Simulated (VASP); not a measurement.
## In2O: single point with LDA

In2O:

```
CELL_PARAMETERS angstrom
3.30822 0.00000 0.00000
-1.65411 2.86501 0.00000
0.00000 0.00000 12.32997
ATOMIC_POSITIONS crystal
In 0.00000 0.00000 0.38299
In 0.00000 0.00000 0.61701
In 0.66667 0.33333 0.11410
In 0.33333 0.66667 0.88590
O 0.66667 0.33333 0.30245
O 0.33333 0.66667 0.69755
```

```yaml
Program: VASP 6.6.1
Task: single point
Functional: LDA
Potentials_or_basis: VASP PAW LDA potentials, release 64 (In_d, O)
Cutoff: 520 eV
k_mesh: 12 × 12 × 4
Occupations: fermi-dirac, width 0.15 eV
Spin: no spin polarisation
Dipole_correction: no
Further_INCAR_settings: ALGO = Normal; EDIFF = 1e-06; NBANDS = 41
```

```yaml
Pressure: 0.2 GPa
Largest_force: 0.046 eV/Å
Band_gap_on_the_k_mesh: zero (band 32 reaches 7.95 eV, above the bottom of band 33 at 6.44 eV)
```

Forces on the atoms (eV/Å):
```
In   0.000  0.000  0.046
In   0.000  0.000 -0.046
In   0.000  0.000 -0.014
In   0.000  0.000  0.014
O    0.000  0.000 -0.040
O    0.000  0.000  0.040
```

Levels at points of the mesh, in eV from the Fermi level:
```
           k point  band 28  band 29  band 30  band 31  band 32  band 33  band 34  band 35  band 36  band 37
(0.00, 0.00, 0.00)    -3.90    -3.90    -3.88    -3.88    -1.40    -0.15     2.40     4.00     6.81     8.26
(0.50, 0.00, 0.00)    -4.60    -3.54    -3.13    -2.85    -1.27    -0.73     0.12     1.68     2.35     4.45
(0.00, 0.00, 0.50)    -3.90    -3.88    -3.88    -2.78    -2.65     1.02     1.24     5.00     6.00     8.25
(0.50, 0.00, 0.50)    -4.61    -3.72    -3.09    -2.62    -1.25    -0.95     0.13     1.93     2.20     4.64
```

Run time: 4.1 min on 1 thread of AMD EPYC 9R45 96-Core Processor (Zen 5) (shared host), peak memory 0.34 GiB.

Caveat: spin-orbit coupling is left out, which moves the levels of the heavy elements.
